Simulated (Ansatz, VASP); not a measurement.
## One calculation of TaN, two programs

File INCAR:

```
SYSTEM = TaN
PREC = Accurate
ENCUT = 520
EDIFF = 1E-7
ISMEAR = 0
SIGMA = 0.15
LREAL = .False.
LASPH = .True.
NELM = 80
ALGO = Normal
ISIF = 2
LWAVE = .False.
LCHARG = .False.
GGA = PS
NBANDS = 24
```

File KPOINTS:

```
regular mesh
0
Gamma
  15 15 8
  0 0 0
```

POSCAR

```
TaN
1.0
    3.0047478704      0.0000000000      0.0000000000
   -1.5023739352      2.6021879877      0.0000000000
    0.0000000000      0.0000000000      5.8600190937
Ta N
2 2
Direct
   -0.0327774590      0.0000000000      0.0000000000
    0.0327774590      0.0000000000      0.5000000000
    0.3333333333      0.6666666667      0.2500000000
    0.6666666667      0.3333333333      0.7500000000
```

Input for Ansatz:

```yaml
crystal:
  lattice:
    - [3.0047478704, 0.0, 0.0]
    - [-1.5023739352, 2.6021879877, 0.0]
    - [0.0, 0.0, 5.8600190937]
  atoms:
    - { symbol: Ta, position: [-0.032777459, 0.0, 0.0] }
    - { symbol: Ta, position: [0.032777459, 0.0, 0.5] }
    - { symbol: "N", position: [0.3333333333, 0.6666666667, 0.25] }
    - { symbol: "N", position: [0.6666666667, 0.3333333333, 0.75] }
basis:
  ecutwfc: 520.0
kpoints:
  mp_grid: { grid: [15, 15, 8] }
hamiltonian:
  xc: pbesol
  pseudopotentials: { kind: paw, azcp: { folder: soft_1 } }
scf:
  occupations: { method: gaussian, width: 0.15 }
output:
  forces: true
  stress: true
  eigenvalues: true
```

Change from the starting cell: mode 4 frozen in at -0.095 Å, equal normal strain along x and y +0.0400.

Alike in both runs: task single point; functional PBEsol; k mesh 15 × 15 × 8; occupations gaussian, width 0.15 eV; no spin polarisation.

|  | VASP | Ansatz |
| --- | --- | --- |
| version | VASP 6.6.1 | Ansatz 0.2.0 |
| potentials or method | VASP PAW PBE potentials, release 64 (Ta_pv, N), cutoff 520 eV | scalar-relativistic, plane waves, PAW |
| valence electrons in the cell | 32 | 36 |

Ansatz gave:

| Item | Value |
| --- | --- |
| gap on the k mesh at the Fermi level (eV) | none |
| pressure (GPa) | -20.8 |
| traceless stress, the component that is largest in VASP (GPa) | 11.30 |
| rms of the force components (eV/Å) | 0.443 |

What did VASP give for the same quantities?

gap on the k mesh at the Fermi level (eV): none; pressure (GPa): -20.1; traceless stress, the component that is largest in VASP (GPa): 11.39; rms of the force components (eV/Å): 0.445.

VASP's potentials were made for PBE, not for PBEsol, and Ansatz warns of the same on its side. Atom by atom the forces differ by 0.003 eV/Å (rms over components). A gap of «none» marks a metal or a gap that the smearing closes. With one functional, cell and mesh, what is left measures potentials, basis and numerics. VASP's potentials hold 32 valence electrons a cell and Ansatz's 36, so a difference there can come from the potentials and not from the codes.

Neither program's run includes spin-orbit coupling.
